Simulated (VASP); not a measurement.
A run of VASP 6.6.1:

File INCAR:

```
PREC = Accurate
ENCUT = 520
EDIFF = 1E-6
ISMEAR = 0
SIGMA = 0.15
LREAL = F
LASPH = T
NELM = 100
ALGO = Fast
ISIF = 2
LWAVE = F
LCHARG = T
GGA = PS
LELF = T
LVHAR = T
NBANDS = 11
```

File KPOINTS:

```
Automatic mesh
0
Gamma
  18 18 18
```

POSCAR

```
Ca
1.0
    3.4472033558      0.0000000000      0.0000000000
    0.0000000000      3.4127313222      0.0000000000
    0.0000000000      0.0000000000      3.4472033558
Ca
1
Direct
    0.0000000000      0.0000000000      0.0000000000
```

Potentials or basis: VASP PAW PBE potentials, release 64 (Ca_sv).

The run is started by

```sh
$ cat potpaw_PBE.64/Ca_sv/POTCAR > POTCAR
$ mpirun -np 1 vasp_std > vasp.out
```

Hardware: 1 thread of Intel(R) Xeon(R) 6975P-C (Granite Rapids), on a shared host.

Task: Estimate the wall time of this run.

Result: Run time: 110 s on 1 thread of Intel(R) Xeon(R) 6975P-C (Granite Rapids) (shared host), peak memory 0.35 GiB. Counts: scf iterations 13, k points 550.
